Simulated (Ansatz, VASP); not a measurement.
Ni in VASP and in Ansatz

```xyz
2
Lattice="2.8402 0.0000 0.0000 0.0000 2.8402 0.0000 0.0000 0.0000 2.8402" Properties=species:S:1:pos:R:3 pbc="T T T"
Ni    0.0000    0.0000    0.0000
Ni    1.4201    1.4201    1.4201
```

Alike in both runs: functional BLYP; k mesh 11 × 11 × 11; occupations fermi-dirac, width 0.05 eV; collinear spin.

Ansatz relaxed the structure, and its values are those at the end. VASP's run is a single point on that final structure, the one shown.

|  | VASP | Ansatz |
| --- | --- | --- |
| version | VASP 6.6.1 | Ansatz 0.2.0 |
| potentials or method | VASP PAW PBE potentials, release 64 (Ni), cutoff 520 eV | plane waves (420 eV) with PAW, scalar-relativistic |
| valence electrons in the cell | 20 | 36 |

Ansatz gave:

| Item | Value |
| --- | --- |
| pressure (GPa) | 0.0 |
| net moment per atom (μB) | 0.00 |

Estimate VASP's values.

pressure (GPa): 0.1; net moment per atom (μB): 0.00.

VASP's potentials were made for PBE, not for BLYP. VASP's potentials hold 20 valence electrons a cell and Ansatz's 36, so a difference there can come from the potentials and not from the codes. Ansatz's warnings: seeded moment not kept.
